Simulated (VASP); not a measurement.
Here is a VASP 6.6.1 calculation.

File INCAR:

```
PREC = Accurate ; ENCUT = 520
EDIFF = 1E-6 ; ISMEAR = -1
SIGMA = 0.05 ; LREAL = Auto
LASPH = T ; NELM = 150
ALGO = Normal ; ISIF = 2
LWAVE = F ; LCHARG = F
ISPIN = 2 ; MAGMOM = 0 0 0 0 0 0 0 0 0 0 0 0 0 0 0 0 1
LORBIT = 11 ; GGA = CA
NBANDS = 52
```

The input KPOINTS:

```
regular mesh
0
Gamma
  2 2 2
```

POSCAR

```
Si16B
1.0
    0.0000000000      5.4300000000      5.4300000000
    5.4300000000      0.0000000000      5.4300000000
    5.4300000000      5.4300000000      0.0000000000
Si B
16 1
Direct
    0.0051669171      0.0047254263     -0.0037774662
    0.1275699226      0.1270014879      0.1256841203
    0.0081870891     -0.0041785868      0.4987152348
    0.1288000431      0.1249801557      0.6221180975
    0.0092121149      0.5000592104     -0.0037139025
    0.1262569067      0.6309291133      0.1212295955
    0.0102233819      0.4983036897      0.4941011011
    0.1271010575      0.6234839625      0.6241624367
    0.4994712468      0.0056147490      0.0034898262
    0.6307901024      0.1306429841      0.1218029197
    0.5010034467      0.0014408044      0.4975528409
    0.6363180005      0.1047049057      0.6316364468
    0.4973939067      0.5063163152     -0.0023154431
    0.6365418218      0.6318358765      0.1156271617
    0.5022607710      0.4880875375      0.5010574999
    0.6371619855      0.6259267819      0.6134918164
    0.6579502857      0.7463129867      0.7912514142
```

Potentials or basis: VASP PAW LDA potentials, release 64 (Si, B).

Command:

```console
$ cat potpaw_LDA.64/Si/POTCAR potpaw_LDA.64/B/POTCAR > POTCAR
$ mpirun -np 1 vasp_std > vasp.out
```

(1) Estimate the largest force.

(2) Predict the net moment.

(3) Estimate the pressure.

Answers

(1) 0.047 eV/Å.

(2) 0.00 μB per cell.

(3) -0.4 GPa.

Caveat: the k points lie up to 0.50 Å⁻¹ apart.
